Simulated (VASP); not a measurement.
Runs of VASP 6.6.1 on GaN. The structure is that of space group F-43m (No. 216), or close to it. The cells are those of the table. 

```csv
task,spin,cell,k mesh,cutoff (eV),smearing,gap on the mesh (eV),pressure (GPa),moment (μB)
single point,"non-collinear, zero start, SOC","a = 3.150 Å, angles 60.0°, 2 atoms",10 × 10 × 10,520,gaussian 0.01 eV,-,1.1,0.00
relaxation of cell and atoms,off,"relaxed from a = 3.187 Å, angles 60.0°, 2 atoms",14 × 14 × 14,600,fermi-dirac 0.1 eV,1.94,0.0,-
single point,"non-collinear, zero start, SOC","a = 3.143, b = 3.143, c = 3.150 Å, angles 59.9, 59.9, 60.2°, 2 atoms",10 × 10 × 10,520,gaussian 0.01 eV,-,(a),0.00
single point,"non-collinear, zero start, SOC","a = 3.166 Å, angles 60.0°, 2 atoms",10 × 10 × 10,520,gaussian 0.01 eV,-,-1.9,0.00
single point,off,"a = 3.150 Å, angles 60.0°, 2 atoms",10 × 10 × 10,520,gaussian 0.01 eV,1.97,1.1,-
```

Alike in all rows: level LDA; potentials or basis VASP PAW LDA potentials, release 64 (Ga_d, N).

**Question.** Fill in the values left out.

**Answer.** (a) 2.1.

A k mesh can miss the band edges, and rows without SOC leave out spin-orbit coupling on Ga.
